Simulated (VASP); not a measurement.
# BAs (F-43m) in VASP: notebook

The runs below take BAs through electric field gradients, with LDA.

All numbers are computed with VASP 6.6.1; they aren't measurements. Logs are shortened: lines on timing, memory, paths and dates and some standing lists are left out, and cuts for length are marked.

**1. The cell of the first run**

The structure is cubic, space group F-43m (No. 216). The conventional cell has a = 4.745 Å, b = 4.745 Å, c = 4.745 Å, α = 90.00°, β = 90.00°, γ = 90.00°. Within 2.7 Å of B (site symmetry -43m) lie 4 As at 2.05 Å. Within 2.7 Å of As (site symmetry -43m) lie 4 B at 2.05 Å.

**2. Electric field gradients, LDA (volume scaled by 0.98)**

Input file INCAR:

```
ALGO = Normal
EDIFF = 1E-8
ENCUT = 520
GGA = CA
ISIF = 2
ISMEAR = -1
LASPH = T
LCHARG = F
LEFG = T
LREAL = F
LWAVE = F
NBANDS = 11
NELM = 80
PREC = Accurate
SIGMA = 0.03
```

Input file KPOINTS:

```
k-points
0
Gamma
  15 15 15
```

Input file POSCAR:

```
BAs
1.0
    0.0000000000      2.3724693156      2.3724693156
    2.3724693156      0.0000000000      2.3724693156
    2.3724693156      2.3724693156      0.0000000000
B As
1 1
Direct
    0.0000000000      0.0000000000      0.0000000000
    0.7500000000      0.7500000000      0.7500000000
```

Potentials or basis: VASP PAW LDA potentials, release 64 (B, As).

Started as:

```sh
> cat potpaw_LDA.64/B/POTCAR potpaw_LDA.64/As/POTCAR > POTCAR
> mpirun -np 1 vasp_std > vasp.out
```

OUTCAR:

```text
EDIFF = 1E-8
   ENCUT = 520
   GGA = CA
   ISIF = 2
   ISMEAR = -1
   LASPH = T
   LREAL = F
   NELM = 80
   PREC = Accurate

 ion  position               nearest neighbor table
   1  0.000  0.000  0.000-   2 2.05   2 2.05   2 2.05   2 2.05
   2  0.750  0.750  0.750-   1 2.05   1 2.05   1 2.05   1 2.05

  LATTYP: Found a face centered cubic cell.
 ALAT       =     4.7449386312

  Lattice vectors:

 A1 = (   0.0000000000,   2.3724693156,   2.3724693156)
 A2 = (   2.3724693156,   0.0000000000,   2.3724693156)
 A3 = (   2.3724693156,   2.3724693156,   0.0000000000)

Analysis of symmetry for initial positions (statically):
=====================================================================
 Subroutine PRICEL returns:
 Original cell was already a primitive cell.

 Routine SETGRP: Setting up the symmetry group for a
 face centered cubic supercell.

 Subroutine GETGRP returns: Found 24 space group operations
 (whereof 24 operations were pure point group operations)
 out of a pool of 48 trial point group operations.

The static configuration has the point symmetry T_d .

Analysis of symmetry for dynamics (positions and initial velocities):
=====================================================================
 Subroutine PRICEL returns:
 Original cell was already a primitive cell.

 Routine SETGRP: Setting up the symmetry group for a
 face centered cubic supercell.

 Subroutine GETGRP returns: Found 24 space group operations
 (whereof 24 operations were pure point group operations)
 out of a pool of 48 trial point group operations.

The dynamic configuration has the point symmetry T_d .

 Subroutine INISYM returns: Found 24 space group operations
 (whereof 24 operations are pure point group operations),
 and found     1 'primitive' translations

----------------------------------------------------------------------------------------

                                     Primitive cell

  volume of cell :      26.7074

  direct lattice vectors                    reciprocal lattice vectors
     0.000000000  2.372469316  2.372469316    -0.210750882  0.210750882  0.210750882
     2.372469316  0.000000000  2.372469316     0.210750882 -0.210750882  0.210750882
     2.372469316  2.372469316  0.000000000     0.210750882  0.210750882 -0.210750882

  length of vectors
     3.355178282  3.355178282  3.355178282     0.365031235  0.365031235  0.365031235

  position of ions in fractional coordinates (direct lattice)
     0.000000000  0.000000000  0.000000000
     0.750000000  0.750000000  0.750000000

  ion indices of the primitive-cell ions
   primitive index   ion index
                 1           1
                 2           2

----------------------------------------------------------------------------------------

 KPOINTS: k-points

Automatic generation of k-mesh.
 Grid dimensions read from file:
 generate k-points for:   15   15   15

 Generating k-lattice:

  Cartesian coordinates                     Fractional coordinates (reciprocal lattice)
    -0.014050059  0.014050059  0.014050059     0.066666667  0.000000000  0.000000000
     0.014050059 -0.014050059  0.014050059     0.000000000  0.066666667  0.000000000
     0.014050059  0.014050059 -0.014050059     0.000000000  0.000000000  0.066666667

  Length of vectors
     0.024335416  0.024335416  0.024335416

  Shift w.r.t. Gamma in fractional coordinates (k-lattice)
     0.000000000  0.000000000  0.000000000

 Subroutine IBZKPT returns following result:
 ===========================================

 Found    120 irreducible k-points:

 Following reciprocal coordinates:
            Coordinates               Weight
  0.000000  0.000000  0.000000      1.000000
  0.066667  0.000000  0.000000      8.000000
  0.133333  0.000000  0.000000      8.000000
  0.200000  0.000000  0.000000      8.000000
  0.266667  0.000000  0.000000      8.000000
  0.333333  0.000000  0.000000      8.000000
[... 16 lines left out ...]
  0.133333  0.133333  0.000000      6.000000
  0.200000  0.133333  0.000000     24.000000
 [... further k-points ...]
   k-points           NKPTS =    120   k-points in BZ     NKDIM =    120   number of bands    NBANDS=     11
   number of dos      NEDOS =    301   number of ions     NIONS =      2
   total plane-waves  NPLWV =  21952
   dimension x,y,z NGX =    28 NGY =   28 NGZ =   28
   dimension x,y,z NGXF=    56 NGYF=   56 NGZF=   56
   ions per type =               1   1
   NGX,Y,Z   is equivalent  to a cutoff of  13.87, 13.87, 13.87 a.u.
   NGXF,Y,Z  is equivalent  to a cutoff of  27.75, 27.75, 27.75 a.u.
 SYSTEM =  unknown system
   PREC   = accura    normal or accurate (medium, high low for compatibility)
   ISTART =      0    job   : 0-new  1-cont  2-samecut
   ICHARG =      2    charge: 1-file 2-atom 10-const
   ISPIN  =      1    spin polarized calculation?
   LNONCOLLINEAR =      F non collinear calculations
   LSORBIT =      F    spin-orbit coupling
   LASPH  =      T    aspherical Exc in radial PAW
   ENCUT  =  520.0 eV  38.22 Ry    6.18 a.u.   6.24  6.24  6.24*2*pi/ulx,y,z
   NELM   =     80;   NELMIN=  2; NELMDL= -5     # of ELM steps
   EDIFF  = 0.1E-07   stopping-criterion for ELM
   LREAL  =      F    real-space projection
   EDIFFG = 0.1E-06   stopping-criterion for IOM
   NSW    =      0    number of steps for IOM
   IBRION =     -1    ionic relax: 0-MD 1-quasi-New 2-CG
   NFREE  =      0    steps in history (QN), initial steepest desc. (CG)
   ISIF   =      2    stress and relaxation
   ISYM   =      2    0-nonsym 1-usesym 2-fastsym
   POTIM  = 0.5000    time-step for ionic-motion
   TEBEG  =    0.0;   TEEND  =   0.0 temperature during run
   PSTRESS=    0.0 pullay stress
   NELECT =       8.0000    total number of electrons
   NUPDOWN=      -1.0000    fix difference up-down
   EMIN   =  10.00;   EMAX   =-10.00  energy-range for DOS
   EFERMI =   0.00;   METHOD = LEGACY
   ISMEAR =    -1;   SIGMA  =   0.03  broadening in eV -4-tet -1-fermi 0-gaus
   EFERMI_NEDOS =   21; number of points for ismear=-14 and -15
   IALGO  =     38    algorithm
   IMIX   =      4    mixing-type and parameters
     AMIX     =   0.40;   BMIX     =  1.00
     AMIX_MAG =   1.60;   BMIX_MAG =  1.00
  volume/ion in A,a.u.               =      13.35        90.12
  Fermi-wavevector in a.u.,A,eV,Ry     =   1.095370  2.069949 16.324756  1.199836
  Thomas-Fermi vector in A             =   2.231692
   LORBIT       =      0    0 simple, 1 ext, 2 COOP (PROOUT), +10 PAW based schemes
   GGA     = CA    functional components
   LHFCALC =     F    Hartree Fock is set to
   AEXX    =    0.0000 exact exchange contribution
   IVDW    =     0    specifies the selected vdW correction
   LEPSILON=     F    determine dielectric tensor
   LRPA    =     F    only Hartree local field effects (RPA)
 non-spin polarized calculation
  energy-cutoff  :      520.00
  volume of cell :       26.71
 maximum number of plane-waves:       745
 NGX is ok and might be reduce to    28
   NGX = 13   NGY = 13   NGZ = 13

 number of electron       8.0000000 magnetization

 Free energy of the ion-electron system (eV)
  ---------------------------------------------------
  ext. energy  EPLUGINS =         0.00000000
  ---------------------------------------------------
  free energy    TOTEN  =       -12.92688392 eV

  energy without entropy =      -12.92688392  energy(sigma->0) =      -12.92688392

 E-fermi :   6.9173     XC(G=0): -10.8683

 val. band max:        6.3865225445   @ k =   0.0000   0.0000   0.0000
 cond. band min:       7.4908228211   @ k =   0.4000   0.4000   0.0000
 fundamental gap:      1.1043002766
 Fermi energy:         6.9173477580

 k-point     1 :       0.0000    0.0000    0.0000
  band No.  band energies     occupation
      1      -9.1745      2.00000
      2       6.3865      2.00000
      3       6.3865      2.00000
      4       6.3865      2.00000
      5       9.6622      0.00000
      6       9.6622      0.00000
      7       9.6622      0.00000
      8      11.3385      0.00000
      9      15.8454      0.00000
     10      19.5038      0.00000
     11      19.5038      0.00000

 k-point     2 :       0.0667    0.0000    0.0000
  band No.  band energies     occupation
      1      -9.1002      2.00000
      2       5.6748      2.00000
      3       6.2376      2.00000
      4       6.2376      2.00000
      5       9.8089      0.00000
      6       9.8569      0.00000
      7       9.8569      0.00000
      8      11.7206      0.00000
      9      16.1531      0.00000
     10      18.7827      0.00000
     11      18.7827      0.00000

 k-point     3 :       0.1333    0.0000    0.0000
  band No.  band energies     occupation
      1      -8.8789      2.00000
      2       4.2143      2.00000
      3       5.8900      2.00000
      4       5.8900      2.00000
      5       9.8172      0.00000
      6      10.3119      0.00000
      7      10.3119      0.00000
      8      12.6591      0.00000
      9      16.9187      0.00000
     10      17.9886      0.00000
     11      17.9886      0.00000

 k-point     4 :       0.2000    0.0000    0.0000
  band No.  band energies     occupation
      1      -8.5156      2.00000
      2       2.5952      2.00000
      3       5.4930      2.00000
      4       5.4930      2.00000
      5       9.6722      0.00000
      6      10.7911      0.00000
      7      10.7911      0.00000
      8      13.6756      0.00000
      9      17.5234      0.00000
     10      17.6031      0.00000
     11      17.6031      0.00000
[... 239 lines left out ...]
 k-point    22 :      -0.0667    0.0667    0.0000
  band No.  band energies     occupation
      1      -8.9769      2.00000
      2       5.0199      2.00000
      3       5.5243      2.00000
      4       6.2567      2.00000
      5       9.8735      0.00000
      6       9.9233      0.00000
      7      10.3946      0.00000
      8      12.2327      0.00000
      9      16.6285      0.00000
     10      17.7807      0.00000
     11      18.5750      0.00000

 k-point    23 :       0.1333    0.1333    0.0000
  band No.  band energies     occupation
      1      -8.7797      2.00000
      2       4.8129      2.00000
      3       5.0840      2.00000
      4       5.0840      2.00000
      5       8.8625      0.00000
      6      11.3808      0.00000
      7      11.3808      0.00000
      8      12.2344      0.00000
      9      16.4159      0.00000
     10      17.3589      0.00000
     11      19.9327      0.00000

 k-point    24 :       0.2000    0.1333    0.0000
  band No.  band energies     occupation
      1      -8.5118      2.00000
      2       3.5659      2.00000
      3       4.6551      2.00000
      4       4.8975      2.00000
      5       8.8592      0.00000
      6      11.5763      0.00000
      7      12.0080      0.00000
      8      12.5660      0.00000
      9      16.2731      0.00000
     10      18.1789      0.00000
     11      19.7115      0.00000

 [... further k-points ...]
[... 5 lines left out ...]
  --------------------------------------------------------------------------------------
  -------------------------------------------------------------------------------------
  Total       -0.0410125     -0.0410125     -0.0410125      0.0000000      0.0000000      0.0000000
  in kB       -2.4603383     -2.4603383     -2.4603383      0.0000000      0.0000000      0.0000000
  external PRESSURE =      -2.4603383 kB  Pullay stress =       0.0000000 kB

 VOLUME and BASIS-vectors are now :
 -----------------------------------------------------------------------------
  energy-cutoff  :      520.00
  volume of cell :       26.71
      direct lattice vectors                 reciprocal lattice vectors
     0.000000000  2.372469316  2.372469316    -0.210750882  0.210750882  0.210750882
     2.372469316  0.000000000  2.372469316     0.210750882 -0.210750882  0.210750882
     2.372469316  2.372469316  0.000000000     0.210750882  0.210750882 -0.210750882

 POSITION                                       TOTAL-FORCE (eV/Angst)
 -----------------------------------------------------------------------------------
      0.00000      0.00000      0.00000         0.000000      0.000000      0.000000
      3.55870      3.55870      3.55870        -0.000000     -0.000000     -0.000000
 -----------------------------------------------------------------------------------
    total drift:                                0.000000      0.000000      0.000000

  FREE ENERGIE OF THE ION-ELECTRON SYSTEM (eV)
  ---------------------------------------------------
  free  energy   TOTEN  =       -12.9268839185 eV

  energy  without entropy=      -12.9268839185  energy(sigma->0) =      -12.92688392

 Electric field gradients (V/A^2)
---------------------------------------------------------------------
 ion       V_xx      V_yy      V_zz      V_xy      V_xz      V_yz
---------------------------------------------------------------------
   1      -0.000    -0.000     0.000     0.000     0.000     0.000
   2      -0.000    -0.000     0.000     0.000     0.000     0.000
---------------------------------------------------------------------

 Electric field gradients after diagonalization (V/A^2)
 (convention: |V_zz| > |V_xx| > |V_yy|)
----------------------------------------------------------------------
 ion       V_xx      V_yy      V_zz     asymmetry (V_yy - V_xx)/ V_zz
----------------------------------------------------------------------
   1      -0.000    -0.000     0.000       0.000
   2      -0.000    -0.000     0.000       0.000
----------------------------------------------------------------------

           NMR quadrupolar parameters

 Cq : quadrupolar parameter    Cq=e*Q*V_zz/h
 eta: asymmetry parameters     (V_yy - V_xx)/ V_zz
 Q  : nuclear electric quadrupole moment in mb (millibarn)
----------------------------------------------------------------------
 ion       Cq(MHz)       eta       Q (mb)
----------------------------------------------------------------------
   1       0.000       0.000       1.000
   2       0.000       0.000       1.000
----------------------------------------------------------------------
```

Wall time 17 s (1 thread of Intel Xeon 6975P-C (Granite Rapids), shared host); peak memory 0.16 GiB.

Results:

| Quantity | Value |
| --- | --- |
| Free energy | -12.9269 eV |
| Pressure | -0.2 GPa |
| Band gap on the k mesh | 1.10 eV, indirect (least direct gap 3.28 eV) |

Levels at points of the mesh, in eV from the valence-band top:
```
           k point  band 1  band 2  band 3  band 4  band 5  band 6  band 7  band 8
(0.00, 0.00, 0.00)  -15.56    0.00    0.00    0.00    3.28    3.28    3.28    4.95
```

Caveat: without QUAD_EFG the Cq values of the log hold for a quadrupole moment of 1 mb, not for the nuclei.

(Part 1 of 2 ends here.)
